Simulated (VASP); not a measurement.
Runs of VASP 6.6.1 on LiNbO3. The structure is that of space group R3c (No. 161), or close to it. The cells are those of the table. 

```csv
cell,gap on the mesh (eV),pressure (GPa),largest force (eV/Å)
"a = 5.336 Å, angles 54.4°, 10 atoms",3.84,24.0,(b)
"a = 5.401 Å, angles 53.7°, 10 atoms",3.74,18.8,1.13
"a = 5.209 Å, angles 57.1°, 10 atoms",3.86,22.4,1.11
"a = 5.404 Å, angles 53.0°, 10 atoms",(c),24.6,1.47
"a = 5.150 Å, angles 58.5°, 10 atoms",(a),21.5,0.98
"a = 5.271 Å, angles 55.7°, 10 atoms",3.87,(d),1.24
```

Alike in all rows: task single point; level LDA; potentials or basis VASP PAW LDA potentials, release 64 (Li_sv, Nb_sv, O); no spin polarisation; k mesh 6 × 6 × 6; cutoff (eV) 750; smearing gaussian 0.05 eV.

Problem. Estimate the missing entries.

Solution. (a) 3.79; (b) 1.36; (c) 3.78; (d) 23.3.

Caveats: forces of over 1 eV/Å act on the atoms, so gaps and moduli don't describe the material at rest (some runs).

A k mesh can miss the band edges, and the runs leave out spin-orbit coupling on Nb.
